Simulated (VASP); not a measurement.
# Ti3C: single point with PBE

Slab: Ti3C, a slab with vacuum.

```
CELL_PARAMETERS angstrom
2.90754 0.00000 0.00000
-1.45377 2.51801 0.00000
0.00000 0.00000 19.99353
ATOMIC_POSITIONS crystal
Ti 0.66667 0.33333 0.20006
Ti 0.33333 0.66667 0.31244
Ti 0.00000 0.00000 0.42481
C 0.16667 0.66667 0.48538
```

| Quantity | Value |
| --- | --- |
| Program | VASP 6.6.1 |
| Task | single point |
| Functional | PBE |
| Potentials or basis | VASP PAW PBE potentials, release 64 (Ti_sv, C) |
| Cutoff | 520 eV |
| k mesh | 9 × 9 × 1 |
| Occupations | gaussian, width 0.1 eV |
| Spin | no spin polarisation |
| Dipole correction | yes |
| Further INCAR settings | ALGO = Normal; EDIFF = 1e-06; NBANDS = 28 |

| Item | Value |
| --- | --- |
| Largest force | 3.105 eV/Å |
| Band gap on the k mesh | zero (band 20 reaches 0.32 eV, above the bottom of band 21 at -0.57 eV) |

Forces in eV/Å, atoms in the order of the input:
```
Ti  -0.028  0.007  0.289
Ti  -0.078 -0.131 -1.289
Ti  -1.952  2.226  0.938
C    2.058 -2.101  0.061
```

Levels at points of the mesh, in eV from the Fermi level:
| k point | band 17 | band 18 | band 19 | band 20 | band 21 | band 22 | band 23 | band 24 |
| --- | --- | --- | --- | --- | --- | --- | --- | --- |
| (0.00, 0.00, 0.00) | -0.58 | -0.31 | -0.06 | 0.49 | 0.73 | 0.77 | 0.78 | 0.91 |

Wall time 9.3 min on 1 thread of AMD EPYC 7R43 64-Core Processor (Zen 3), on a shared host, peak memory 0.3 GiB.
